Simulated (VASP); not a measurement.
# C (Fd-3m) in VASP: settings compared, part 2 of 2

VASP 6.6.1. The steps go on from the part before.

**5. Single point, PBE**

This run uses another cell than the first one, of 5.67 Å³/atom, 1.018 times its volume.

File INCAR:

```
SYSTEM = C
PREC     = Accurate       ! precision mode
ENCUT    = 600            ! plane-wave cutoff, eV
EDIFF    = 1E-6           ! SCF threshold, eV
ISMEAR   = 0              ! smearing method
SIGMA    = 0.01           ! smearing width, eV
LREAL    = .False.        ! projectors in reciprocal space
LASPH    = .True.         ! aspherical terms in the spheres
NELM     = 120            ! most SCF steps
ALGO     = Normal         ! electronic algorithm
ISIF     = 2              ! what is computed and relaxed
LWAVE    = .False.        ! write WAVECAR
LCHARG   = .False.        ! write CHGCAR
GGA      = PE             ! functional
NBANDS   = 11             ! bands
GGA_COMPAT= .False.
```

File KPOINTS:

```
regular mesh
0
Gamma
  8 8 8
  0 0 0
```

File POSCAR:

```
C
1.0
    0.0000000000      1.7833700000      1.7833700000
    1.7833700000      0.0000000000      1.7833700000
    1.7833700000      1.7833700000      0.0000000000
C
2
Direct
    0.7500000000      0.7500000000      0.7500000000
    0.5000000000      0.5000000000      0.5000000000
```

Potentials or basis: VASP PAW PBE potentials, release 64 (C).

Command:

```bash
$ cat potpaw_PBE.64/C/POTCAR > POTCAR
$ mpirun -np 1 vasp_std > vasp.out
```

OUTCAR:

```text
SYSTEM = C
   PREC = Accurate
   ENCUT = 600
   EDIFF = 1E-6
   ISMEAR = 0
   LREAL = .False.
   LASPH = .True.
   NELM = 120
   ISIF = 2
   GGA = PE

 ion  position               nearest neighbor table
   1  0.750  0.750  0.750-   2 1.54   2 1.54   2 1.54   2 1.54
   2  0.500  0.500  0.500-   1 1.54   1 1.54   1 1.54   1 1.54

  LATTYP: Found a face centered cubic cell.
 ALAT       =     3.5667400000

  Lattice vectors:

 A1 = (   0.0000000000,   1.7833700000,   1.7833700000)
 A2 = (   1.7833700000,   0.0000000000,   1.7833700000)
 A3 = (   1.7833700000,   1.7833700000,   0.0000000000)

Analysis of symmetry for initial positions (statically):
=====================================================================
 Subroutine PRICEL returns:
 Original cell was already a primitive cell.

 Routine SETGRP: Setting up the symmetry group for a
 face centered cubic supercell.

 Subroutine GETGRP returns: Found 48 space group operations
 (whereof 24 operations were pure point group operations)
 out of a pool of 48 trial point group operations.

The static configuration has the point symmetry T_d .
 The point group associated with its full space group is O_h .

Analysis of symmetry for dynamics (positions and initial velocities):
=====================================================================
 Subroutine PRICEL returns:
 Original cell was already a primitive cell.

 Routine SETGRP: Setting up the symmetry group for a
 face centered cubic supercell.

 Subroutine GETGRP returns: Found 48 space group operations
 (whereof 24 operations were pure point group operations)
 out of a pool of 48 trial point group operations.

The dynamic configuration has the point symmetry T_d .
 The point group associated with its full space group is O_h .
[... 115 lines left out ...]
   EFERMI_NEDOS =   21; number of points for ismear=-14 and -15
   IALGO  =     38    algorithm
   IMIX   =      4    mixing-type and parameters
     AMIX     =   0.40;   BMIX     =  1.00
     AMIX_MAG =   1.60;   BMIX_MAG =  1.00
  volume/ion in A,a.u.               =       5.67        38.28
  Fermi-wavevector in a.u.,A,eV,Ry     =   1.457203  2.753714 28.891161  2.123440
  Thomas-Fermi vector in A             =   2.574032
   LORBIT       =      0    0 simple, 1 ext, 2 COOP (PROOUT), +10 PAW based schemes
   GGA     = PE    functional components
   LHFCALC =     F    Hartree Fock is set to
   AEXX    =    0.0000 exact exchange contribution
   IVDW    =     0    specifies the selected vdW correction
   LEPSILON=     F    determine dielectric tensor
   LRPA    =     F    only Hartree local field effects (RPA)
 non-spin polarized calculation
 Gauss-broadening in eV      SIGMA  =   0.01
  energy-cutoff  :      600.00
  volume of cell :       11.34
 maximum number of plane-waves:       391
   NGX =  9   NGY =  9   NGZ =  9

 number of electron       7.9999999 magnetization

 Free energy of the ion-electron system (eV)
  ---------------------------------------------------
  ext. energy  EPLUGINS =         0.00000000
  ---------------------------------------------------
  free energy    TOTEN  =       -18.18920954 eV

  energy without entropy =      -18.18920954  energy(sigma->0) =      -18.18920954

 E-fermi :   9.7924     XC(G=0): -13.2505

 val. band max:        9.7289171829   @ k =   0.0000   0.0000   0.0000
 cond. band min:      13.8616442447   @ k =   0.3750   0.3750   0.0000
 fundamental gap:      4.1327270619
 Fermi energy:         9.7924294010

 k-point     1 :       0.0000    0.0000    0.0000
  band No.  band energies     occupation
      1     -11.7477      2.00000
      2       9.7289      2.00000
      3       9.7289      2.00000
      4       9.7289      2.00000
      5      15.3191      0.00000
      6      15.3191      0.00000
      7      15.3191      0.00000
      8      23.0602      0.00000
      9      29.0238      0.00000
     10      36.2648      0.00000
     11      36.2648      0.00000
[... 309 lines left out ...]
 k-point    24 :      -0.3750    0.2500    0.1250
  band No.  band energies     occupation
      1      -4.9618      2.00000
      2      -2.6345      2.00000
      3       3.4160      2.00000
      4       5.0412      2.00000
      5      18.0284      0.00000
      6      19.1773      0.00000
      7      22.7803      0.00000
      8      24.5937      0.00000
      9      28.0533      0.00000
     10      33.6376      0.00000
     11      36.0620      0.00000

 [... further k-points ...]
[... 5 lines left out ...]
  --------------------------------------------------------------------------------------
  -------------------------------------------------------------------------------------
  Total        0.1263838      0.1263838      0.1263838      0.0000000     -0.0000000      0.0000000
  in kB       17.8503805     17.8503805     17.8503805      0.0000000     -0.0000000      0.0000000
  external PRESSURE =      17.8503805 kB  Pullay stress =       0.0000000 kB

 VOLUME and BASIS-vectors are now :
 -----------------------------------------------------------------------------
  energy-cutoff  :      600.00
  volume of cell :       11.34
      direct lattice vectors                 reciprocal lattice vectors
     0.000000000  1.783370000  1.783370000    -0.280368067  0.280368067  0.280368067
     1.783370000  0.000000000  1.783370000     0.280368067 -0.280368067  0.280368067
     1.783370000  1.783370000  0.000000000     0.280368067  0.280368067 -0.280368067

 POSITION                                       TOTAL-FORCE (eV/Angst)
 -----------------------------------------------------------------------------------
      2.67505      2.67505      2.67505         0.000000      0.000000      0.000000
      1.78337      1.78337      1.78337        -0.000000     -0.000000     -0.000000
 -----------------------------------------------------------------------------------
    total drift:                                0.000000     -0.000000      0.000000

  FREE ENERGIE OF THE ION-ELECTRON SYSTEM (eV)
  ---------------------------------------------------
  free  energy   TOTEN  =       -18.1892095403 eV

  energy  without entropy=      -18.1892095403  energy(sigma->0) =      -18.18920954
```

Wall time 4.9 s (1 thread of Intel Xeon Platinum 8488C (Sapphire Rapids), shared host); peak memory 0.12 GiB.

What came out:

```
Free energy            : -18.1892 eV
Pressure               : 1.8 GPa
Band gap on the k mesh : 4.13 eV, indirect (least direct gap 5.59 eV)
```

**6. Single point, PBE**

This run uses another cell than the first one, of 5.67 Å³/atom, 1.018 times its volume.

File INCAR:

```
SYSTEM = C
PREC = Accurate
ENCUT = 600
EDIFF = 1E-6
ISMEAR = -1
SIGMA = 0.02
LREAL = .FALSE.
LASPH = .TRUE.
NELM = 120
ALGO = Normal
ISIF = 2
LWAVE = .FALSE.
LCHARG = .FALSE.
GGA = PE
NBANDS = 11
GGA_COMPAT = .FALSE.
```

File KPOINTS:

```
Automatic mesh
0
G
  12 12 12
  0 0 0
```

POSCAR is that of step 5.

Potentials or basis: VASP PAW PBE potentials, release 64 (C).

Command:

```bash
$ cat potpaw_PBE.64/C/POTCAR > POTCAR
$ mpirun -np 1 vasp_std > vasp.out
```

OUTCAR:

```text
SYSTEM = C
   PREC = Accurate
   ENCUT = 600
   EDIFF = 1E-6
   ISMEAR = -1
   LREAL = .FALSE.
   LASPH = .TRUE.
   NELM = 120
   ISIF = 2
   GGA = PE

 ion  position               nearest neighbor table
   1  0.750  0.750  0.750-   2 1.54   2 1.54   2 1.54   2 1.54
   2  0.500  0.500  0.500-   1 1.54   1 1.54   1 1.54   1 1.54

  LATTYP: Found a face centered cubic cell.
 ALAT       =     3.5667400000

  Lattice vectors:

 A1 = (   0.0000000000,   1.7833700000,   1.7833700000)
 A2 = (   1.7833700000,   0.0000000000,   1.7833700000)
 A3 = (   1.7833700000,   1.7833700000,   0.0000000000)

Analysis of symmetry for initial positions (statically):
=====================================================================
 Subroutine PRICEL returns:
 Original cell was already a primitive cell.

 Routine SETGRP: Setting up the symmetry group for a
 face centered cubic supercell.

 Subroutine GETGRP returns: Found 48 space group operations
 (whereof 24 operations were pure point group operations)
 out of a pool of 48 trial point group operations.

The static configuration has the point symmetry T_d .
 The point group associated with its full space group is O_h .

Analysis of symmetry for dynamics (positions and initial velocities):
[... 164 lines left out ...]
 Fermi energy:        10.2100177352

 k-point     1 :       0.0000    0.0000    0.0000
  band No.  band energies     occupation
      1     -11.7479      2.00000
      2       9.7285      2.00000
      3       9.7285      2.00000
      4       9.7285      2.00000
      5      15.3188      0.00000
      6      15.3188      0.00000
      7      15.3188      0.00000
      8      23.0598      0.00000
      9      29.0235      0.00000
     10      36.2647      0.00000
     11      36.2647      0.00000
[... 309 lines left out ...]
 k-point    24 :      -0.4167    0.1667    0.0000
  band No.  band energies     occupation
      1      -5.5658      2.00000
      2      -2.8000      2.00000
      3       4.2545      2.00000
      4       6.1408      2.00000
      5      17.2649      0.00000
      6      19.9585      0.00000
      7      20.9330      0.00000
      8      25.1667      0.00000
      9      29.1731      0.00000
     10      33.9148      0.00000
     11      34.2942      0.00000

 [... further k-points ...]
[... 5 lines left out ...]
  --------------------------------------------------------------------------------------
  -------------------------------------------------------------------------------------
  Total        0.1257455      0.1257455      0.1257455      0.0000000      0.0000000      0.0000000
  in kB       17.7602312     17.7602312     17.7602312      0.0000000      0.0000000      0.0000000
  external PRESSURE =      17.7602312 kB  Pullay stress =       0.0000000 kB

 VOLUME and BASIS-vectors are now :
 -----------------------------------------------------------------------------
  energy-cutoff  :      600.00
  volume of cell :       11.34
      direct lattice vectors                 reciprocal lattice vectors
     0.000000000  1.783370000  1.783370000    -0.280368067  0.280368067  0.280368067
     1.783370000  0.000000000  1.783370000     0.280368067 -0.280368067  0.280368067
     1.783370000  1.783370000  0.000000000     0.280368067  0.280368067 -0.280368067

 POSITION                                       TOTAL-FORCE (eV/Angst)
 -----------------------------------------------------------------------------------
      2.67505      2.67505      2.67505        -0.000000     -0.000000     -0.000000
      1.78337      1.78337      1.78337         0.000000      0.000000      0.000000
 -----------------------------------------------------------------------------------
    total drift:                                0.000000     -0.000000      0.000000

  FREE ENERGIE OF THE ION-ELECTRON SYSTEM (eV)
  ---------------------------------------------------
  free  energy   TOTEN  =       -18.1900900185 eV

  energy  without entropy=      -18.1900900185  energy(sigma->0) =      -18.19009002
```

OSZICAR:

```text
N       E                     dE             d eps       ncg     rms          rms(c)
DAV:   1     0.273716268080E+01    0.27372E+01   -0.49984E+03  1632   0.770E+02
DAV:   2    -0.184379145017E+02   -0.21175E+02   -0.20427E+02  2051   0.138E+02
DAV:   3    -0.188271309443E+02   -0.38922E+00   -0.38850E+00  1886   0.144E+01
DAV:   4    -0.188277006302E+02   -0.56969E-03   -0.56968E-03  1698   0.704E-01
DAV:   5    -0.188277013273E+02   -0.69702E-06   -0.69699E-06  1832   0.231E-02    0.553E+00
DAV:   6    -0.183492465365E+02    0.47845E+00   -0.24949E-01  1629   0.352E+00    0.330E+00
DAV:   7    -0.181882071978E+02    0.16104E+00   -0.30586E-01  1698   0.395E+00    0.749E-01
DAV:   8    -0.181900296639E+02   -0.18225E-02   -0.87870E-03  1656   0.700E-01    0.436E-02
DAV:   9    -0.181900693227E+02   -0.39659E-04   -0.61889E-05  1876   0.636E-02    0.243E-02
DAV:  10    -0.181900899504E+02   -0.20628E-04   -0.15629E-05  1683   0.349E-02    0.524E-03
DAV:  11    -0.181900900185E+02   -0.68065E-07   -0.24886E-07  1408   0.459E-03
   1 F= -.18190090E+02 E0= -.18190090E+02  d E =-.609461E-13
```

stdout:

```text
POSCAR found type information on POSCAR C
 POSCAR found :  1 types and       2 ions
 scaLAPACK will be used
 LDA part: xc-table for (Slater+PW92), standard interpolation
 POSCAR, INCAR and KPOINTS ok, starting setup
 FFT: planning ... GRIDC
 FFT: planning ... GRID_SOFT
 FFT: planning ... GRID
 WAVECAR not read
 entering main loop
```

It took 8.2 s on 1 thread of Intel Xeon Platinum 8488C (Sapphire Rapids), shared host; peak memory 0.12 GiB.

Results:

* Free energy: -18.1901 eV
* Pressure: 1.8 GPa
* Band gap on the k mesh: 4.15 eV, indirect (least direct gap 5.59 eV)

A k mesh can miss the band edges. A hybrid or GW would open this gap; PBE tends to underestimate it.

**7. Overview**

```csv
task,level,cell,k mesh,smearing,gap on the mesh (eV),pressure (GPa)
single point,PBEsol+D4,"a = 2.507 Å, angles 60.0°, 2 atoms",13 × 13 × 13,tetrahedron,4.05,0.5
relaxation of cell and atoms,PBEsol+D4,"relaxed from a = 2.522 Å, angles 60.0°, 2 atoms",13 × 13 × 13,tetrahedron,4.05,0.0
single point,PBE,"a = 2.522 Å, angles 60.0°, 2 atoms",8 × 8 × 8,gaussian 0.01 eV,4.13,1.8
single point,PBE,"a = 2.522 Å, angles 60.0°, 2 atoms",12 × 12 × 12,fermi-dirac 0.02 eV,4.15,1.8
```

Alike in all rows: potentials or basis VASP PAW PBE potentials, release 64 (C); no spin polarisation; cutoff (eV) 600.

Caveats: the PAW data sets were made with another functional, which shifts forces and pressure a little (some runs).

Total energies depend on the potentials used, so only differences within one code and one set of settings carry meaning.

**8. Comparison with measurements**

Step 3. The cell as given is a measured one (5.67 Å³/atom); PBEsol+D4 puts the equilibrium volume -1.7 % from it, thermal expansion not counted.
